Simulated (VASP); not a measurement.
# Ga (Cmce) in VASP: a series of runs

The runs below take Ga through electric field gradients, with PBEsol.

Program: VASP 6.6.1. These are calculated values, not measurements. Logs are shortened: lines on timing, memory, paths and dates and some standing lists are left out, and cuts for length are marked.

## 1. The cell of the first run

Symmetry: Cmce, No. 64, orthorhombic system. The conventional cell has a = 4.599 Å, b = 7.795 Å, c = 4.605 Å, α = 90.00°, β = 90.00°, γ = 90.00°. Within 3.3 Å of Ga (site symmetry m) lie 7 Ga at 2.48 to 2.85 Å.

## 2. Electric field gradients, PBEsol (volume scaled by 1.06)

INCAR reads:

```
ALGO = Normal ; EDIFF = 1E-8
ENCUT = 520 ; GGA = PS
ISIF = 2 ; ISMEAR = -1
LASPH = True ; LCHARG = False
LEFG = True ; LREAL = False
LWAVE = False ; NBANDS = 34
NELM = 60 ; PREC = Accurate
SIGMA = 0.05
```

KPOINTS reads:

```
k-points
0
Gamma
  9 9 8
```

POSCAR reads:

```
Ga
1.0
    2.2995837791     -3.8973680524      0.0000000000
    2.2995837791      3.8973680524      0.0000000000
    0.0000000000      0.0000000000      4.6052852350
Ga
4
Direct
    0.1525000000      0.8475000000      0.0785000000
    0.6525000000      0.3475000000      0.4215000000
    0.8475000000      0.1525000000      0.9215000000
    0.3475000000      0.6525000000      0.5785000000
```

Potentials or basis: VASP PAW PBE potentials, release 64 (Ga_d).

Launch:

```console
$ cat potpaw_PBE.64/Ga_d/POTCAR > POTCAR
$ mpirun -np 1 vasp_std > vasp.out
```

OUTCAR:

```text
EDIFF = 1E-8
   ENCUT = 520
   GGA = PS
   ISIF = 2
   ISMEAR = -1
   LASPH = True
   LREAL = False
   NELM = 60
   PREC = Accurate

 ion  position               nearest neighbor table
   1  0.153  0.847  0.078-   3 2.48   4 2.76   4 2.76   2 2.79   2 2.79   3 2.85   3 2.85
   2  0.653  0.347  0.422-   4 2.48   3 2.76   3 2.76   1 2.79   1 2.79   4 2.85   4 2.85
   3  0.847  0.153  0.922-   1 2.48   2 2.76   2 2.76   4 2.79   4 2.79   1 2.85   1 2.85
   4  0.347  0.653  0.578-   2 2.48   1 2.76   1 2.76   3 2.79   3 2.79   2 2.85   2 2.85

  LATTYP: Found a base centered orthorhombic cell.
 ALAT       =     4.5991675582
 B/A-ratio  =     1.6948145520
 C/A-ratio  =     1.0013301705

  Lattice vectors:

 A1 = (   2.2995837791,  -3.8973680524,   0.0000000000)
 A2 = (   2.2995837791,   3.8973680524,   0.0000000000)
 A3 = (   0.0000000000,   0.0000000000,   4.6052852350)

Analysis of symmetry for initial positions (statically):
=====================================================================
 Subroutine PRICEL returns:
 Original cell was already a primitive cell.

 Routine SETGRP: Setting up the symmetry group for a
 base centered orthorhombic supercell.

 Subroutine GETGRP returns: Found  8 space group operations
 (whereof  4 operations were pure point group operations)
 out of a pool of  8 trial point group operations.

The static configuration has the point symmetry C_2h.
 The point group associated with its full space group is D_2h.

Analysis of symmetry for dynamics (positions and initial velocities):
=====================================================================
 Subroutine PRICEL returns:
 Original cell was already a primitive cell.

 Routine SETGRP: Setting up the symmetry group for a
 base centered orthorhombic supercell.

 Subroutine GETGRP returns: Found  8 space group operations
 (whereof  4 operations were pure point group operations)
 out of a pool of  8 trial point group operations.

The dynamic configuration has the point symmetry C_2h.
 The point group associated with its full space group is D_2h.

 Subroutine INISYM returns: Found  8 space group operations
 (whereof  4 operations are pure point group operations),
 and found     1 'primitive' translations

----------------------------------------------------------------------------------------

                                     Primitive cell

  volume of cell :      82.5481

  direct lattice vectors                    reciprocal lattice vectors
     2.299583779 -3.897368052  0.000000000     0.217430652 -0.128291707  0.000000000
     2.299583779  3.897368052  0.000000000     0.217430652  0.128291707  0.000000000
     0.000000000  0.000000000  4.605285235     0.000000000  0.000000000  0.217141816

  length of vectors
     4.525214171  4.525214171  4.605285235     0.252457621  0.252457621  0.217141816

  position of ions in fractional coordinates (direct lattice)
     0.152500000  0.847500000  0.078500000
     0.652500000  0.347500000  0.421500000
     0.847500000  0.152500000  0.921500000
     0.347500000  0.652500000  0.578500000

  ion indices of the primitive-cell ions
   primitive index   ion index
                 1           1
                 2           2
                 3           3
                 4           4

----------------------------------------------------------------------------------------

 KPOINTS: k-points

Automatic generation of k-mesh.
 Grid dimensions read from file:
 generate k-points for:    9    9    8

 Generating k-lattice:

  Cartesian coordinates                     Fractional coordinates (reciprocal lattice)
     0.024158961 -0.014254634  0.000000000     0.111111111 -0.000000000  0.000000000
     0.024158961  0.014254634  0.000000000    -0.000000000  0.111111111  0.000000000
     0.000000000  0.000000000  0.027142727     0.000000000  0.000000000  0.125000000

  Length of vectors
[... 42 lines left out ...]
   ions per type =               4
   NGX,Y,Z   is equivalent  to a cutoff of  13.23, 13.23, 13.00 a.u.
   NGXF,Y,Z  is equivalent  to a cutoff of  26.45, 26.45, 25.99 a.u.
 SYSTEM =  unknown system
   PREC   = accura    normal or accurate (medium, high low for compatibility)
   ISTART =      0    job   : 0-new  1-cont  2-samecut
   ICHARG =      2    charge: 1-file 2-atom 10-const
   ISPIN  =      1    spin polarized calculation?
   LNONCOLLINEAR =      F non collinear calculations
   LSORBIT =      F    spin-orbit coupling
   LASPH  =      T    aspherical Exc in radial PAW
   ENCUT  =  520.0 eV  38.22 Ry    6.18 a.u.   8.41  8.41  8.56*2*pi/ulx,y,z
   NELM   =     60;   NELMIN=  2; NELMDL= -5     # of ELM steps
   EDIFF  = 0.1E-07   stopping-criterion for ELM
   LREAL  =      F    real-space projection
   EDIFFG = 0.1E-06   stopping-criterion for IOM
   NSW    =      0    number of steps for IOM
   IBRION =     -1    ionic relax: 0-MD 1-quasi-New 2-CG
   NFREE  =      0    steps in history (QN), initial steepest desc. (CG)
   ISIF   =      2    stress and relaxation
   ISYM   =      2    0-nonsym 1-usesym 2-fastsym
   POTIM  = 0.5000    time-step for ionic-motion
   TEBEG  =    0.0;   TEEND  =   0.0 temperature during run
   PSTRESS=    0.0 pullay stress
   NELECT =      52.0000    total number of electrons
   NUPDOWN=      -1.0000    fix difference up-down
   EMIN   =  10.00;   EMAX   =-10.00  energy-range for DOS
   EFERMI =   0.00;   METHOD = LEGACY
   ISMEAR =    -1;   SIGMA  =   0.05  broadening in eV -4-tet -1-fermi 0-gaus
   EFERMI_NEDOS =   21; number of points for ismear=-14 and -15
   IALGO  =     38    algorithm
   IMIX   =      4    mixing-type and parameters
     AMIX     =   0.40;   BMIX     =  1.00
     AMIX_MAG =   1.60;   BMIX_MAG =  1.00
  volume/ion in A,a.u.               =      20.64       139.27
  Fermi-wavevector in a.u.,A,eV,Ry     =   1.403374  2.651993 26.796126  1.969460
  Thomas-Fermi vector in A             =   2.526043
   LORBIT       =      0    0 simple, 1 ext, 2 COOP (PROOUT), +10 PAW based schemes
   GGA     = PS    functional components
   LHFCALC =     F    Hartree Fock is set to
   AEXX    =    0.0000 exact exchange contribution
   IVDW    =     0    specifies the selected vdW correction
   LEPSILON=     F    determine dielectric tensor
   LRPA    =     F    only Hartree local field effects (RPA)
 non-spin polarized calculation
  energy-cutoff  :      520.00
  volume of cell :       82.55
 maximum number of plane-waves:      2253
 NGX is ok and might be reduce to    36
   NGX = 17   NGY = 17   NGZ = 17

 number of electron      51.9999979 magnetization

 Free energy of the ion-electron system (eV)
  ---------------------------------------------------
  ext. energy  EPLUGINS =         0.00000000
  ---------------------------------------------------
  free energy    TOTEN  =       -13.29620573 eV

  energy without entropy =      -13.28655794  energy(sigma->0) =      -13.29138183

 E-fermi :   4.4301     XC(G=0): -10.5534

 val. band max:        4.4281900074   @ k =   0.1111  -0.0000   0.1250
 cond. band min:       4.4521208260   @ k =  -0.2222   0.1111   0.2500
 fundamental gap:      0.0239308186
 Fermi energy:         4.4301427994

 k-point     1 :       0.0000    0.0000    0.0000
  band No.  band energies     occupation
      1     -10.5850      2.00000
      2     -10.5811      2.00000
      3     -10.5778      2.00000
      4     -10.5594      2.00000
      5     -10.5110      2.00000
      6     -10.4810      2.00000
[... 877 lines left out ...]
     33      10.9974      0.00000
     34      12.0097      0.00000

 [... further k-points ...]

------------------------ aborting loop because EDIFF is reached ----------------------------------------

  FORCE on cell =-STRESS in cart. coord.  units (eV):
  Direction    XX          YY          ZZ          XY          YZ          ZX
  --------------------------------------------------------------------------------------
  -------------------------------------------------------------------------------------
  Total       -2.1523613     -1.4997851     -2.3340867      0.0000000      0.0000000      0.0000000
  in kB      -41.7752037    -29.1093457    -45.3023125      0.0000000      0.0000000      0.0000000
  external PRESSURE =     -38.7289540 kB  Pullay stress =       0.0000000 kB

 VOLUME and BASIS-vectors are now :
 -----------------------------------------------------------------------------
  energy-cutoff  :      520.00
  volume of cell :       82.55
      direct lattice vectors                 reciprocal lattice vectors
     2.299583779 -3.897368052  0.000000000     0.217430652 -0.128291707  0.000000000
     2.299583779  3.897368052  0.000000000     0.217430652  0.128291707  0.000000000
     0.000000000  0.000000000  4.605285235     0.000000000  0.000000000  0.217141816

 POSITION                                       TOTAL-FORCE (eV/Angst)
 -----------------------------------------------------------------------------------
      2.29958      2.70867      0.36151         0.000000     -0.391530      0.098780
      2.29958     -1.18870      1.94113         0.000000     -0.391530     -0.098780
      2.29958     -2.70867      4.24377         0.000000      0.391530     -0.098780
      2.29958      1.18870      2.66416         0.000000      0.391530      0.098780
 -----------------------------------------------------------------------------------
    total drift:                                0.000000      0.000000     -0.000000

  FREE ENERGIE OF THE ION-ELECTRON SYSTEM (eV)
  ---------------------------------------------------
  free  energy   TOTEN  =       -13.2962057311 eV

  energy  without entropy=      -13.2865579379  energy(sigma->0) =      -13.29138183

 Electric field gradients (V/A^2)
---------------------------------------------------------------------
 ion       V_xx      V_yy      V_zz      V_xy      V_xz      V_yz
---------------------------------------------------------------------
   1      26.353   -37.219    10.866    -0.000     0.000    24.773
   2      26.353   -37.219    10.866    -0.000     0.000   -24.773
   3      26.353   -37.219    10.866     0.000     0.000    24.773
   4      26.353   -37.219    10.866    -0.000     0.000   -24.773
---------------------------------------------------------------------

 Electric field gradients after diagonalization (V/A^2)
 (convention: |V_zz| > |V_xx| > |V_yy|)
----------------------------------------------------------------------
 ion       V_xx      V_yy      V_zz     asymmetry (V_yy - V_xx)/ V_zz
----------------------------------------------------------------------
   1      26.353    21.345   -47.698       0.105
   2      26.353    21.345   -47.698       0.105
   3      26.353    21.345   -47.698       0.105
   4      26.353    21.345   -47.698       0.105
----------------------------------------------------------------------

           NMR quadrupolar parameters

 Cq : quadrupolar parameter    Cq=e*Q*V_zz/h
 eta: asymmetry parameters     (V_yy - V_xx)/ V_zz
 Q  : nuclear electric quadrupole moment in mb (millibarn)
----------------------------------------------------------------------
 ion       Cq(MHz)       eta       Q (mb)
----------------------------------------------------------------------
   1      -0.115       0.105       1.000
   2      -0.115       0.105       1.000
   3      -0.115       0.105       1.000
   4      -0.115       0.105       1.000
----------------------------------------------------------------------
```

Wall time 3.9 min (1 thread of Intel Xeon Platinum 8375C at 2.90GHz (Ice Lake), shared host); peak memory 0.37 GiB.

Results:

* Free energy: -13.2962 eV
* Pressure: -3.9 GPa
* Largest force: 0.404 eV/Å
* Band gap on the k mesh: zero (band 26 reaches 4.86 eV, above the bottom of band 27 at 3.59 eV)

Forces on the atoms (eV/Å):
```
Ga   0.000 -0.392  0.099
Ga   0.000 -0.392 -0.099
Ga   0.000  0.392 -0.099
Ga   0.000  0.392  0.099
```

Electric field gradients, principal values (V/Å²):
```
atom   least  middle  greatest (by size)
1 Ga  21.345  26.353             -47.698
2 Ga  21.345  26.353             -47.698
3 Ga  21.345  26.353             -47.698
4 Ga  21.345  26.353             -47.698
```

Caveat: without QUAD_EFG the Cq values of the log hold for a quadrupole moment of 1 mb, not for the nuclei; the PAW data sets were made with another functional, which shifts forces and pressure a little.

## 3. Electric field gradients, PBEsol (volume scaled by 1.02)

INCAR reads:

```
SYSTEM = Ga
PREC = Accurate
ENCUT = 520
EDIFF = 1E-8
ISMEAR = -1
SIGMA = 0.05
LREAL = .False.
LASPH = .True.
NELM = 80
ALGO = Normal
ISIF = 2
LWAVE = .False.
LCHARG = .False.
GGA = PS
LEFG = .True.
NBANDS = 34
```

KPOINTS reads:

```
Automatic mesh
0
Gamma
  9 9 8
  0 0 0
```

POSCAR reads:

```
Ga
1.0
    2.2702865280     -3.8477146450      0.0000000000
    2.2702865280      3.8477146450      0.0000000000
    0.0000000000      0.0000000000      4.5466127923
Ga
4
Direct
    0.1525000000      0.8475000000      0.0785000000
    0.6525000000      0.3475000000      0.4215000000
    0.8475000000      0.1525000000      0.9215000000
    0.3475000000      0.6525000000      0.5785000000
```

Potentials or basis: VASP PAW PBE potentials, release 64 (Ga_d).

Launch:

```console
$ cat potpaw_PBE.64/Ga_d/POTCAR > POTCAR
$ mpirun -np 1 vasp_std > vasp.out
```

OUTCAR:

```text
SYSTEM = Ga
   PREC = Accurate
   ENCUT = 520
   EDIFF = 1E-8
   ISMEAR = -1
   LREAL = .False.
   LASPH = .True.
   NELM = 80
   ISIF = 2
   GGA = PS

 ion  position               nearest neighbor table
   1  0.153  0.847  0.078-   3 2.45   4 2.72   4 2.72   2 2.75   2 2.75   3 2.81   3 2.81
   2  0.653  0.347  0.422-   4 2.45   3 2.72   3 2.72   1 2.75   1 2.75   4 2.81   4 2.81
   3  0.847  0.153  0.922-   1 2.45   2 2.72   2 2.72   4 2.75   4 2.75   1 2.81   1 2.81
   4  0.347  0.653  0.578-   2 2.45   1 2.72   1 2.72   3 2.75   3 2.75   2 2.81   2 2.81

  LATTYP: Found a base centered orthorhombic cell.
 ALAT       =     4.5405730560
 B/A-ratio  =     1.6948145521
 C/A-ratio  =     1.0013301705

  Lattice vectors:

[... 1118 lines left out ...]
---------------------------------------------------------------------
   1      28.251   -39.541    11.289    -0.000     0.000    25.596
   2      28.251   -39.541    11.289     0.000     0.000   -25.596
   3      28.251   -39.541    11.289     0.000     0.000    25.596
   4      28.251   -39.541    11.289    -0.000    -0.000   -25.596
---------------------------------------------------------------------

 Electric field gradients after diagonalization (V/A^2)
 (convention: |V_zz| > |V_xx| > |V_yy|)
----------------------------------------------------------------------
 ion       V_xx      V_yy      V_zz     asymmetry (V_yy - V_xx)/ V_zz
----------------------------------------------------------------------
   1      28.251    21.945   -50.196       0.126
   2      28.251    21.945   -50.196       0.126
   3      28.251    21.945   -50.196       0.126
   4      28.251    21.945   -50.196       0.126
----------------------------------------------------------------------

           NMR quadrupolar parameters

 Cq : quadrupolar parameter    Cq=e*Q*V_zz/h
 eta: asymmetry parameters     (V_yy - V_xx)/ V_zz
 Q  : nuclear electric quadrupole moment in mb (millibarn)
----------------------------------------------------------------------
 ion       Cq(MHz)       eta       Q (mb)
----------------------------------------------------------------------
   1      -0.121       0.126       1.000
   2      -0.121       0.126       1.000
   3      -0.121       0.126       1.000
   4      -0.121       0.126       1.000
----------------------------------------------------------------------
```

Run time: 14 min. Hardware: 1 thread of AMD EPYC 7R13, shared host; peak memory 0.34 GiB.

What came out:

```
Free energy            : -13.3556 eV
Pressure               : -2.2 GPa
Largest force          : 0.424 eV/Å
Band gap on the k mesh : zero (band 26 reaches 5.18 eV, above the bottom of band 27 at 3.91 eV)
```

Forces in eV/Å, atoms in the order of the input:
```
Ga   0.000 -0.410  0.110
Ga   0.000 -0.410 -0.110
Ga   0.000  0.410 -0.110
Ga   0.000  0.410  0.110
```

Stress tensor (GPa, compression positive):
```
-2.69  0.00  0.00
 0.00 -0.90  0.00
 0.00  0.00 -2.91
```

Levels at points of the mesh, in eV from the Fermi level:
| k point | band 22 | band 23 | band 24 | band 25 | band 26 | band 27 | band 28 | band 29 | band 30 | band 31 |
| --- | --- | --- | --- | --- | --- | --- | --- | --- | --- | --- |
| (0.00, 0.00, 0.00) | -4.33 | -3.63 | -1.72 | -1.53 | -0.85 | 0.91 | 0.92 | 0.96 | 5.03 | 5.39 |
| (0.00, 0.00, 0.50) | -9.10 | -0.23 | -0.23 | -0.03 | -0.03 | 0.14 | 0.14 | 2.13 | 2.13 | 3.72 |

Electric field gradients, principal values (V/Å²):
| atom | least | middle | greatest (by size) |
| --- | --- | --- | --- |
| 1 Ga | 21.945 | 28.251 | -50.196 |
| 2 Ga | 21.945 | 28.251 | -50.196 |
| 3 Ga | 21.945 | 28.251 | -50.196 |
| 4 Ga | 21.945 | 28.251 | -50.196 |

Caveat: without QUAD_EFG the Cq values of the log hold for a quadrupole moment of 1 mb, not for the nuclei; the PAW data sets were made with another functional, which shifts forces and pressure a little.

[end of part 1 of 2]
